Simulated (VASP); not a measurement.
# Ag (Im-3m) in VASP: elastic constants with PBE

Aim: the elastic constants of Ag with PBE.

Program: VASP 6.6.1. These are calculated values, not measurements. Logs are shortened: lines on timing, memory, paths and dates and some standing lists are left out, and cuts for length are marked.

### Step 1. The cell of the first run

It takes space group Im-3m (No. 229, cubic). The conventional cell has a = 3.222 Å, b = 3.222 Å, c = 3.222 Å, α = 90.00°, β = 90.00°, γ = 90.00°. Ag (site symmetry m-3m) has 14 Ag at 2.79 to 3.22 Å within 3.7 Å.

This isn't the form of Ag at room conditions, which is fcc.

### Step 2. Elastic constants, PBE

INCAR

```
ALGO = Normal ; EDIFF = 1E-8
ENCUT = 600 ; GGA = PE
IBRION = 6 ; ISIF = 3
ISMEAR = -1 ; LASPH = True
LCHARG = True ; LREAL = False
LWAVE = False ; NELM = 100
NFREE = 2 ; NSW = 1
POTIM = 0.015 ; PREC = Accurate
SIGMA = 0.15
```

KPOINTS

```
k-points
0
Gamma
  20 20 20
```

POSCAR

```
Ag
1.0
   -1.6107888203      1.6107888203      1.6107888203
    1.6107888203     -1.6107888203      1.6107888203
    1.6107888203      1.6107888203     -1.6107888203
Ag
1
Direct
    0.0000000000      0.0000000000      0.0000000000
```

Potentials or basis: VASP PAW PBE potentials, release 64 (Ag).

The run is started by

```
> cat potpaw_PBE.64/Ag/POTCAR > POTCAR
> mpirun -np 1 vasp_std > vasp.out
```

OUTCAR:

```text
EDIFF = 1E-8
   ENCUT = 600
   GGA = PE
   IBRION = 6
   ISIF = 3
   ISMEAR = -1
   LASPH = True
   LREAL = False
   NELM = 100
   NFREE = 2
   NSW = 1
   POTIM = 0.015
   PREC = Accurate

 ion  position               nearest neighbor table
   1  0.000  0.000  0.000-

  LATTYP: Found a body centered cubic cell.
 ALAT       =     3.2215776406

  Lattice vectors:

 A1 = (  -1.6107888203,   1.6107888203,   1.6107888203)
 A2 = (   1.6107888203,  -1.6107888203,   1.6107888203)
 A3 = (   1.6107888203,   1.6107888203,  -1.6107888203)

Analysis of symmetry for initial positions (statically):
=====================================================================
 Subroutine PRICEL returns:
 Original cell was already a primitive cell.

 Routine SETGRP: Setting up the symmetry group for a
 body centered cubic supercell.

 Subroutine GETGRP returns: Found 48 space group operations
 (whereof 48 operations were pure point group operations)
 out of a pool of 48 trial point group operations.

The static configuration has the point symmetry O_h .

Analysis of symmetry for dynamics (positions and initial velocities):
=====================================================================
 Subroutine PRICEL returns:
 Original cell was already a primitive cell.

 Routine SETGRP: Setting up the symmetry group for a
 body centered cubic supercell.

 Subroutine GETGRP returns: Found 48 space group operations
 (whereof 48 operations were pure point group operations)
 out of a pool of 48 trial point group operations.

The dynamic configuration has the point symmetry O_h .

 Subroutine INISYM returns: Found 48 space group operations
 (whereof 48 operations are pure point group operations),
 and found     1 'primitive' translations

----------------------------------------------------------------------------------------

                                     Primitive cell

  volume of cell :      16.7177

  direct lattice vectors                    reciprocal lattice vectors
    -1.610788820  1.610788820  1.610788820     0.000000000  0.310406922  0.310406922
     1.610788820 -1.610788820  1.610788820     0.310406922  0.000000000  0.310406922
     1.610788820  1.610788820 -1.610788820     0.310406922  0.310406922  0.000000000

  length of vectors
     2.789968077  2.789968077  2.789968077     0.438981679  0.438981679  0.438981679

  position of ions in fractional coordinates (direct lattice)
     0.000000000  0.000000000  0.000000000

  ion indices of the primitive-cell ions
   primitive index   ion index
                 1           1

----------------------------------------------------------------------------------------

 KPOINTS: k-points

Automatic generation of k-mesh.
 Grid dimensions read from file:
 generate k-points for:   20   20   20

 Generating k-lattice:

  Cartesian coordinates                     Fractional coordinates (reciprocal lattice)
     0.000000000  0.015520346  0.015520346     0.050000000  0.000000000  0.000000000
     0.015520346  0.000000000  0.015520346     0.000000000  0.050000000  0.000000000
     0.015520346  0.015520346  0.000000000     0.000000000  0.000000000  0.050000000

  Length of vectors
     0.021949084  0.021949084  0.021949084

  Shift w.r.t. Gamma in fractional coordinates (k-lattice)
     0.000000000  0.000000000  0.000000000

 Subroutine IBZKPT returns following result:
 ===========================================

 Found    256 irreducible k-points:

 Following reciprocal coordinates:
            Coordinates               Weight
  0.000000  0.000000  0.000000      1.000000
  0.050000  0.000000  0.000000     12.000000
  0.100000  0.000000  0.000000     12.000000
  0.150000  0.000000  0.000000     12.000000
  0.200000  0.000000  0.000000     12.000000
  0.250000  0.000000  0.000000     12.000000
[... 16 lines left out ...]
  0.200000  0.100000  0.000000     48.000000
  0.250000  0.100000  0.000000     48.000000
 [... further k-points ...]
   k-points           NKPTS =    256   k-points in BZ     NKDIM =    256   number of bands    NBANDS=      9
[... 22 lines left out ...]
   NFREE  =      2    steps in history (QN), initial steepest desc. (CG)
   ISIF   =      3    stress and relaxation
   ISYM   =      2    0-nonsym 1-usesym 2-fastsym
   POTIM  = 0.0150    time-step for ionic-motion
   TEBEG  =    0.0;   TEEND  =   0.0 temperature during run
   PSTRESS=    0.0 pullay stress
   NELECT =      11.0000    total number of electrons
   NUPDOWN=      -1.0000    fix difference up-down
   EMIN   =  10.00;   EMAX   =-10.00  energy-range for DOS
   EFERMI =   0.00;   METHOD = LEGACY
   ISMEAR =    -1;   SIGMA  =   0.15  broadening in eV -4-tet -1-fermi 0-gaus
   EFERMI_NEDOS =   21; number of points for ismear=-14 and -15
   IALGO  =     38    algorithm
   IMIX   =      4    mixing-type and parameters
     AMIX     =   0.40;   BMIX     =  1.00
     AMIX_MAG =   1.60;   BMIX_MAG =  1.00
  volume/ion in A,a.u.               =      16.72       112.82
  Fermi-wavevector in a.u.,A,eV,Ry     =   1.423903  2.690787 27.585815  2.027500
  Thomas-Fermi vector in A             =   2.544451
   LORBIT       =      0    0 simple, 1 ext, 2 COOP (PROOUT), +10 PAW based schemes
   GGA     = PE    functional components
   LHFCALC =     F    Hartree Fock is set to
   AEXX    =    0.0000 exact exchange contribution
   IVDW    =     0    specifies the selected vdW correction
   LEPSILON=     F    determine dielectric tensor
   LRPA    =     F    only Hartree local field effects (RPA)
 finite differences with symmetry
 non-spin polarized calculation
  energy-cutoff  :      600.00
  volume of cell :       16.72
 maximum number of plane-waves:       586
   NGX = 11   NGY = 11   NGZ = 11

--------------------------------------- Ionic step        1  -------------------------------------------

 number of electron      10.9999997 magnetization

 Free energy of the ion-electron system (eV)
  ---------------------------------------------------
  ext. energy  EPLUGINS =         0.00000000
  ---------------------------------------------------
  free energy    TOTEN  =        -2.66726843 eV

  energy without entropy =       -2.64438766  energy(sigma->0) =       -2.65582805

------------------------ aborting loop because EDIFF is reached ----------------------------------------

  FORCE on cell =-STRESS in cart. coord.  units (eV):
  Direction    XX          YY          ZZ          XY          YZ          ZX
  --------------------------------------------------------------------------------------
  -------------------------------------------------------------------------------------
  Total        0.8128706      0.8128706      0.8128706     -0.0000000      0.0000000      0.0000000
  in kB       77.9033566     77.9033566     77.9033566     -0.0000000      0.0000000      0.0000000
  external PRESSURE =      77.9033566 kB  Pullay stress =       0.0000000 kB
[... 86 lines left out ...]
  FREE ENERGIE OF THE ION-ELECTRON SYSTEM (eV)
  ---------------------------------------------------
  free  energy   TOTEN  =        -2.6536079625 eV

  energy  without entropy=       -2.6309356322  energy(sigma->0) =       -2.64227180

[... ionic steps 4 to 12 ...]

--------------------------------------- Ionic step       13  -------------------------------------------

 number of electron      10.9999998 magnetization

------------------------ aborting loop because EDIFF is reached ----------------------------------------
[... 65 lines left out ...]
--------------------------------------- Ionic step       15  -------------------------------------------

 number of electron      10.9999999 magnetization

 Free energy of the ion-electron system (eV)
  ---------------------------------------------------
  ext. energy  EPLUGINS =         0.00000000
  ---------------------------------------------------
  free energy    TOTEN  =        -2.66726915 eV

  energy without entropy =       -2.64438838  energy(sigma->0) =       -2.65582877

 E-fermi :   8.7426     XC(G=0): -12.3283

 val. band max:        8.7305811044   @ k =   0.3000   0.1500   0.0500
 cond. band min:       8.7621185280   @ k =   0.2500   0.2000   0.0500
 fundamental gap:      0.0315374236
 Fermi energy:         8.7425658312

 k-point     1 :       0.0000    0.0000    0.0000
  band No.  band energies     occupation
      1       0.8008      2.00000
      2       3.7074      2.00000
      3       3.7074      2.00000
      4       3.7074      2.00000
      5       5.0855      2.00000
      6       5.0855      2.00000
      7      26.7636      0.00000
      8      26.7636      0.00000
      9      26.7636      0.00000
[... 265 lines left out ...]
 k-point    24 :       0.2500    0.1000    0.0000
  band No.  band energies     occupation
      1       2.5602      2.00000
      2       3.2085      2.00000
      3       4.2405      2.00000
      4       4.8407      2.00000
      5       5.2085      2.00000
      6       5.9125      2.00000
      7      19.0538      0.00000
      8      22.5914      0.00000
      9      24.8875      0.00000

 [... further k-points ...]

------------------------ aborting loop because EDIFF is reached ----------------------------------------

  FORCE on cell =-STRESS in cart. coord.  units (eV):
  Direction    XX          YY          ZZ          XY          YZ          ZX
  --------------------------------------------------------------------------------------
  -------------------------------------------------------------------------------------
  Total        0.8128338      0.8128338      0.8128338      0.0000000      0.0000000     -0.0000000
  in kB       77.8998343     77.8998343     77.8998343      0.0000000      0.0000000     -0.0000000
  external PRESSURE =      77.8998343 kB  Pullay stress =       0.0000000 kB
[... 16 lines left out ...]
  FREE ENERGIE OF THE ION-ELECTRON SYSTEM (eV)
  ---------------------------------------------------
  free  energy   TOTEN  =        -2.6672691484 eV

  energy  without entropy=       -2.6443883830  energy(sigma->0) =       -2.65582877

 INTERNAL STRAIN TENSORS FROM STRAINED CELLS
 ============================================

 INTERNAL STRAIN TENSOR FOR ION    1 for displacements in x,y,z  (eV/Angst):
          X           Y           Z          XY          YZ          ZX
  --------------------------------------------------------------------------------
  x    -0.00000     0.00000    -0.00000     0.00000    -0.00000     0.00000
  y    -0.00000     0.00000     0.00000     0.00000     0.00000     0.00000
  z     0.00000     0.00000     0.00000     0.00000     0.00000    -0.00000

 INTERNAL STRAIN TENSORS FROM DISPLACED ATOMS
 ============================================

 INTERNAL STRAIN TENSOR FOR ION    1 for displacements in x,y,z  (eV/Angst):
          X           Y           Z          XY          YZ          ZX
  --------------------------------------------------------------------------------
  x     0.00000     0.00000     0.00000     0.00000     0.00000     0.00000
  y     0.00000     0.00000     0.00000     0.00000     0.00000     0.00000
  z     0.00000     0.00000     0.00000     0.00000     0.00000     0.00000

 Eigenvectors and eigenvalues of the dynamical matrix
 ----------------------------------------------------

   1 f/i=    0.000000 THz     0.000000 2PiTHz    0.000000 cm-1     0.000000 meV
             X         Y         Z           dx          dy          dz
      0.000000  0.000000  0.000000    -0.336440    0.941705    0.000000

   2 f/i=    0.000000 THz     0.000000 2PiTHz    0.000000 cm-1     0.000000 meV
             X         Y         Z           dx          dy          dz
      0.000000  0.000000  0.000000    -0.941705   -0.336440    0.000000

   3 f/i=    0.000000 THz     0.000000 2PiTHz    0.000000 cm-1     0.000000 meV
             X         Y         Z           dx          dy          dz
      0.000000  0.000000  0.000000     0.000000    0.000000    1.000000

--------------------------------------------------------------------------------------------------------

 ELASTIC MODULI CONTR FROM IONIC RELAXATION (kBar)
 Direction    XX          YY          ZZ          XY          YZ          ZX
 --------------------------------------------------------------------------------
 XX           0.0000      0.0000      0.0000      0.0000      0.0000      0.0000
 YY           0.0000      0.0000      0.0000      0.0000      0.0000      0.0000
 ZZ           0.0000      0.0000      0.0000      0.0000      0.0000      0.0000
 XY           0.0000      0.0000      0.0000      0.0000      0.0000      0.0000
 YZ           0.0000      0.0000      0.0000      0.0000      0.0000      0.0000
 ZX           0.0000      0.0000      0.0000      0.0000      0.0000      0.0000
 --------------------------------------------------------------------------------

 TOTAL ELASTIC MODULI (kBar)
 Direction    XX          YY          ZZ          XY          YZ          ZX
 --------------------------------------------------------------------------------
 XX        1143.9548   1276.3644   1276.3644     -0.0000      0.0000      0.0000
 YY        1276.3644   1143.9548   1276.3644      0.0000     -0.0000      0.0000
 ZZ        1276.3644   1276.3644   1143.9548      0.0000      0.0000     -0.0000
 XY          -0.0000      0.0000      0.0000    674.4154      0.0000      0.0000
 YZ           0.0000     -0.0000      0.0000      0.0000    674.4154      0.0000
 ZX           0.0000      0.0000     -0.0000      0.0000      0.0000    674.4154
 --------------------------------------------------------------------------------
```

Wall time 49 min (1 thread of Oxide Virtual Turin-like, shared host); peak memory 0.76 GiB.

What came out:

```
Elastic constants C11, C12, C44 : 114, 128, 67 GPa
Voigt bulk modulus              : 123 GPa
```

Elastic tensor in Voigt notation (GPa, in the Cartesian axes of the cell as first typed):
```
114 128 128   0   0   0
128 114 128   0   0   0
128 128 114   0   0   0
  0   0   0  67   0   0
  0   0   0   0  67   0
  0   0   0   0   0  67
```

Clamped-ion elastic tensor (GPa):
```
114 128 128   0   0   0
128 114 128   0   0   0
128 128 114   0   0   0
  0   0   0  67   0   0
  0   0   0   0  67   0
  0   0   0   0   0  67
```

Caveat: the cell is under stress, which shifts elastic constants; the elastic tensor has a negative eigenvalue, so either the cell is unstable as it stands or the mesh is too thin.
